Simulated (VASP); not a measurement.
# AlGaN2 (P-4m2) in VASP: a series of runs

The runs below take AlGaN2 through single point, with LDA.

All numbers are computed with VASP 6.6.1; they aren't measurements. Logs are shortened: lines on timing, memory, paths and dates and some standing lists are left out, and cuts for length are marked.

## (1) The cell of the first run

The structure is tetragonal, space group P-4m2 (No. 115). The conventional cell has a = 3.240 Å, b = 3.240 Å, c = 4.279 Å, α = 90.00°, β = 90.00°, γ = 90.00°. Within 2.5 Å of Al (site symmetry -4m2) lie 4 N at 1.92 Å. Within 2.6 Å of Ga (site symmetry -4m2) lie 4 N at 1.97 Å. N (site symmetry 2mm) has 2 Al at 1.92 Å and 2 Ga at 1.97 Å within 2.5 Å.

## (2) Single point, LDA (biaxial strain in the a-b plane: +4.0 %)

File INCAR:

```
PREC = Accurate ; ENCUT = 520
EDIFF = 1E-6 ; ISMEAR = 0
SIGMA = 0.02 ; LREAL = False
LASPH = True ; NELM = 60
ALGO = Normal ; ISIF = 2
LWAVE = False ; LCHARG = False
NBANDS = 21
```

File KPOINTS:

```
Automatic mesh
0
Gamma
  8 8 6
```

File POSCAR:

```
AlGaN2
1.0
    3.2398979258      0.0000000000      0.0000000000
    0.0000000000      3.2398979258      0.0000000000
    0.0000000000      0.0000000000      4.2791062679
Al Ga N
1 1 2
Direct
    0.5000000000      0.5000000000      0.5000000000
    0.0000000000      0.0000000000      0.0000000000
    0.5000000000      0.0000000000      0.7393702606
    0.0000000000      0.5000000000      0.2606297394
```

Potentials or basis: VASP PAW LDA potentials, release 64 (Al, Ga_d, N).

Started as:

```
> cat potpaw_LDA.64/Al/POTCAR potpaw_LDA.64/Ga_d/POTCAR potpaw_LDA.64/N/POTCAR > POTCAR
> mpirun -np 1 vasp_std > vasp.out
```

OUTCAR:

```text
PREC = Accurate
   ENCUT = 520
   EDIFF = 1E-6
   ISMEAR = 0
   LREAL = False
   LASPH = True
   NELM = 60
   ISIF = 2

 ion  position               nearest neighbor table
   1  0.500  0.500  0.500-   3 1.92   4 1.92   3 1.92   4 1.92   2 3.13   2 3.13   2 3.13   2 3.13
                             2 3.13   2 3.13   2 3.13   2 3.13
   2  0.000  0.000  0.000-   3 1.97   4 1.97   4 1.97   3 1.97   1 3.13   1 3.13   1 3.13   1 3.13
                             1 3.13   1 3.13   1 3.13   1 3.13
   3  0.500  0.000  0.739-   1 1.92   1 1.92   2 1.97   2 1.97
   4  0.000  0.500  0.261-   1 1.92   1 1.92   2 1.97   2 1.97

  LATTYP: Found a simple tetragonal cell.
 ALAT       =     3.2398979258
 C/A-ratio  =     1.3207534206

  Lattice vectors:

 A1 = (   3.2398979258,   0.0000000000,   0.0000000000)
 A2 = (   0.0000000000,   3.2398979258,   0.0000000000)
 A3 = (   0.0000000000,   0.0000000000,   4.2791062679)

Analysis of symmetry for initial positions (statically):
=====================================================================
 Subroutine PRICEL returns:
 Original cell was already a primitive cell.

 Routine SETGRP: Setting up the symmetry group for a
 simple tetragonal supercell.

 Subroutine GETGRP returns: Found  8 space group operations
 (whereof  8 operations were pure point group operations)
 out of a pool of 16 trial point group operations.

The static configuration has the point symmetry D_2d.

Analysis of symmetry for dynamics (positions and initial velocities):
=====================================================================
 Subroutine PRICEL returns:
 Original cell was already a primitive cell.

 Routine SETGRP: Setting up the symmetry group for a
 simple tetragonal supercell.

 Subroutine GETGRP returns: Found  8 space group operations
 (whereof  8 operations were pure point group operations)
 out of a pool of 16 trial point group operations.

The dynamic configuration has the point symmetry D_2d.

 Subroutine INISYM returns: Found  8 space group operations
 (whereof  8 operations are pure point group operations),
 and found     1 'primitive' translations

----------------------------------------------------------------------------------------

                                     Primitive cell

  volume of cell :      44.9175

  direct lattice vectors                    reciprocal lattice vectors
     3.239897926  0.000000000  0.000000000     0.308651699  0.000000000  0.000000000
     0.000000000  3.239897926  0.000000000     0.000000000  0.308651699  0.000000000
     0.000000000  0.000000000  4.279106268     0.000000000  0.000000000  0.233693659
[... 85 lines left out ...]
   LASPH  =      T    aspherical Exc in radial PAW
   ENCUT  =  520.0 eV  38.22 Ry    6.18 a.u.   6.02  6.02  7.96*2*pi/ulx,y,z
   NELM   =     60;   NELMIN=  2; NELMDL= -5     # of ELM steps
   EDIFF  = 0.1E-05   stopping-criterion for ELM
   LREAL  =      F    real-space projection
   EDIFFG = 0.1E-04   stopping-criterion for IOM
   NSW    =      0    number of steps for IOM
   IBRION =     -1    ionic relax: 0-MD 1-quasi-New 2-CG
   NFREE  =      0    steps in history (QN), initial steepest desc. (CG)
   ISIF   =      2    stress and relaxation
   ISYM   =      2    0-nonsym 1-usesym 2-fastsym
   POTIM  = 0.5000    time-step for ionic-motion
   TEBEG  =    0.0;   TEEND  =   0.0 temperature during run
   PSTRESS=    0.0 pullay stress
   NELECT =      26.0000    total number of electrons
   NUPDOWN=      -1.0000    fix difference up-down
   EMIN   =  10.00;   EMAX   =-10.00  energy-range for DOS
   EFERMI =   0.00;   METHOD = LEGACY
   ISMEAR =     0;   SIGMA  =   0.02  broadening in eV -4-tet -1-fermi 0-gaus
   EFERMI_NEDOS =   21; number of points for ismear=-14 and -15
   IALGO  =     38    algorithm
   IMIX   =      4    mixing-type and parameters
     AMIX     =   0.40;   BMIX     =  1.00
     AMIX_MAG =   1.60;   BMIX_MAG =  1.00
  volume/ion in A,a.u.               =      11.23        75.78
  Fermi-wavevector in a.u.,A,eV,Ry     =   1.364355  2.578257 25.326761  1.861464
  Thomas-Fermi vector in A             =   2.490678
   LORBIT       =      0    0 simple, 1 ext, 2 COOP (PROOUT), +10 PAW based schemes
   GGA     = CA    functional components
   LHFCALC =     F    Hartree Fock is set to
   AEXX    =    0.0000 exact exchange contribution
   IVDW    =     0    specifies the selected vdW correction
   LEPSILON=     F    determine dielectric tensor
   LRPA    =     F    only Hartree local field effects (RPA)
 non-spin polarized calculation
 Gauss-broadening in eV      SIGMA  =   0.02
  energy-cutoff  :      520.00
  volume of cell :       44.92
 maximum number of plane-waves:      1230
   NGX = 13   NGY = 13   NGZ = 15

 number of electron      26.0000016 magnetization

 Free energy of the ion-electron system (eV)
  ---------------------------------------------------
  ext. energy  EPLUGINS =         0.00000000
  ---------------------------------------------------
  free energy    TOTEN  =       -30.20365912 eV

  energy without entropy =      -30.20365912  energy(sigma->0) =      -30.20365912

 E-fermi :   5.2115     XC(G=0): -11.5870

 val. band max:        5.0660879030   @ k =   0.0000   0.0000   0.0000
 cond. band min:       7.7528230134   @ k =   0.0000   0.0000   0.0000
 fundamental gap:      2.6867351104
 Fermi energy:         5.2115271003

 k-point     1 :       0.0000    0.0000    0.0000
  band No.  band energies     occupation
      1     -10.0439      2.00000
      2      -8.8527      2.00000
      3      -8.0124      2.00000
      4      -8.0124      2.00000
      5      -7.9669      2.00000
      6      -7.8074      2.00000
[... 565 lines left out ...]
     20      16.7669      0.00000
     21      16.9889      0.00000

 [... further k-points ...]
[... 5 lines left out ...]
  --------------------------------------------------------------------------------------
  -------------------------------------------------------------------------------------
  Total       -3.4136587     -3.4136587     -1.3160783      0.0000000      0.0000000      0.0000000
  in kB     -121.7628901   -121.7628901    -46.9436198      0.0000000      0.0000000      0.0000000
  external PRESSURE =     -96.8231333 kB  Pullay stress =       0.0000000 kB

 VOLUME and BASIS-vectors are now :
 -----------------------------------------------------------------------------
  energy-cutoff  :      520.00
  volume of cell :       44.92
      direct lattice vectors                 reciprocal lattice vectors
     3.239897926  0.000000000  0.000000000     0.308651699  0.000000000  0.000000000
     0.000000000  3.239897926  0.000000000     0.000000000  0.308651699  0.000000000
     0.000000000  0.000000000  4.279106268     0.000000000  0.000000000  0.233693659

 POSITION                                       TOTAL-FORCE (eV/Angst)
 -----------------------------------------------------------------------------------
      1.61995      1.61995      2.13955         0.000000      0.000000      0.000000
      0.00000      0.00000      0.00000         0.000000      0.000000      0.000000
      1.61995      0.00000      3.16384         0.000000     -0.000000     -0.053118
      0.00000      1.61995      1.11526        -0.000000     -0.000000      0.053118
 -----------------------------------------------------------------------------------
    total drift:                               -0.000000      0.000000      0.000000

  FREE ENERGIE OF THE ION-ELECTRON SYSTEM (eV)
  ---------------------------------------------------
  free  energy   TOTEN  =       -30.2036591226 eV

  energy  without entropy=      -30.2036591226  energy(sigma->0) =      -30.20365912
```

It took 19 s on 1 thread of Intel Xeon Platinum 8375C at 2.90GHz (Ice Lake), shared host; peak memory 0.17 GiB.

Results:

- Free energy: -30.2037 eV
- Pressure: -9.7 GPa
- Largest force: 0.053 eV/Å
- Band gap on the k mesh: 2.69 eV, direct

Forces in eV/Å, atoms in the order of the input:
```
Al   0.000  0.000  0.000
Ga   0.000  0.000  0.000
N    0.000  0.000 -0.053
N    0.000  0.000  0.053
```

Caveat: the cell differs from its parent crystal (biaxial strain in the a-b plane: +4.0 %).

## (3) Single point, LDA (biaxial strain in the a-b plane: +6.0 %)

File INCAR:

```
SYSTEM = AlGaN2
  ALGO = Normal
  EDIFF = 1E-6
  ENCUT = 520
  ISIF = 2
  ISMEAR = 0
  LASPH = .True.
  LCHARG = .False.
  LREAL = .False.
  LWAVE = .False.
  NBANDS = 21
  NELM = 100
  PREC = Accurate
  SIGMA = 0.02
```

File KPOINTS:

```
k-points
0
Gamma
  8 8 6
  0 0 0
```

File POSCAR:

```
AlGaN2
1.0
    3.3022036551      0.0000000000      0.0000000000
    0.0000000000      3.3022036551      0.0000000000
    0.0000000000      0.0000000000      4.2264943056
Al Ga N
1 1 2
Direct
    0.5000000000      0.5000000000      0.5000000000
    0.0000000000      0.0000000000      0.0000000000
    0.5000000000      0.0000000000      0.7385470452
    0.0000000000      0.5000000000      0.2614529548
```

Potentials or basis: VASP PAW LDA potentials, release 64 (Al, Ga_d, N).

Started as:

```
> cat potpaw_LDA.64/Al/POTCAR potpaw_LDA.64/Ga_d/POTCAR potpaw_LDA.64/N/POTCAR > POTCAR
> mpirun -np 1 vasp_std > vasp.out
```

Run time: 32 s. Hardware: 1 thread of Intel Xeon Platinum 8375C at 2.90GHz (Ice Lake), shared host; peak memory 0.18 GiB.

The run converged. Its results:

```yaml
Free_energy: -30.0636 eV
Pressure: -14.1 GPa
Largest_force: 0.029 eV/Å
Band_gap_on_the_k_mesh: 2.40 eV, direct
```

Forces on the atoms (eV/Å):
```
Al   0.000  0.000  0.000
Ga   0.000  0.000  0.000
N    0.000  0.000 -0.029
N    0.000  0.000  0.029
```

Stress tensor (GPa, compression positive):
```
-17.60   0.00   0.00
  0.00 -17.60   0.00
  0.00   0.00  -6.99
```

Levels at points of the mesh, in eV from the valence-band top:
```tsv
k point	band 9	band 10	band 11	band 12	band 13	band 14	band 15	band 16	band 17	band 18
(0.00, 0.00, 0.00)	-2.70	-2.70	-0.13	-0.13	0.00	2.40	3.18	6.08	10.63	10.74
(0.50, 0.00, 0.00)	-4.19	-2.46	-2.36	-1.31	-1.09	6.25	6.65	7.16	7.31	10.52
(0.50, 0.50, 0.00)	-5.14	-1.93	-1.91	-1.91	-1.90	3.40	3.40	6.40	8.67	11.48
(0.00, 0.00, 0.50)	-2.27	-1.78	-1.78	-1.29	-1.29	5.10	5.32	6.93	7.98	11.35
(0.50, 0.00, 0.50)	-5.95	-1.26	-0.91	-0.60	-0.25	4.49	5.77	8.75	9.01	9.09
(0.50, 0.50, 0.50)	-4.41	-3.82	-3.17	-3.12	-3.12	6.54	6.54	8.16	9.96	10.69
```

Caveat: the cell differs from its parent crystal (biaxial strain in the a-b plane: +6.0 %).
